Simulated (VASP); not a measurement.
## Ti2O: single point with r2SCAN

Crystal: Ti2O.

```xyz
3
Lattice="2.8882 0.0000 0.0000 -1.4441 2.5013 0.0000 0.0000 0.0000 4.7253" Properties=species:S:1:pos:R:3 pbc="T T T"
Ti    1.4441    0.8338    1.2779
Ti    0.0000    1.6675    3.4475
O     0.0000    0.0000    0.0000
```

```json
{"Program": "VASP 6.6.1", "Task": "single point", "Functional": "r2SCAN", "Potentials or basis": "VASP PAW PBE potentials, release 64 (Ti_sv, O)", "Cutoff": "520 eV", "k mesh": "18 × 18 × 10", "Occupations": "gaussian, width 0.1 eV", "Spin": "no spin polarisation"}
```

The pressure is 15.1 GPa, the largest force is 0.072 eV/Å and the band gap on the k mesh is zero (bands 15 and 16 overlap by 1.07 eV).

Forces in eV/Å, atoms in the order of the input:
```
Ti   0.000  0.000  0.072
Ti   0.000  0.000 -0.072
O    0.000  0.000  0.000
```

Levels at points of the mesh, in eV from the Fermi level:
| k point | band 13 | band 14 | band 15 | band 16 | band 17 | band 18 |
| --- | --- | --- | --- | --- | --- | --- |
| (0.00, 0.00, 0.00) | -4.09 | -0.41 | 0.21 | 0.59 | 0.59 | 1.18 |
| (0.50, 0.00, 0.00) | -2.97 | -1.60 | -0.68 | 1.22 | 1.99 | 3.21 |
| (0.00, 0.00, 0.50) | -2.13 | -2.06 | 0.20 | 0.20 | 1.30 | 2.14 |
| (0.50, 0.00, 0.50) | -1.84 | -1.57 | -0.61 | -0.60 | 1.10 | 3.15 |

It took 28 min on 1 thread of Oxide Virtual Turin-like Processor, on a shared host, peak memory 0.3 GiB.

Caveat: the cell stands under pressure; the PAW data sets were made with another functional, which shifts forces and pressure a little.
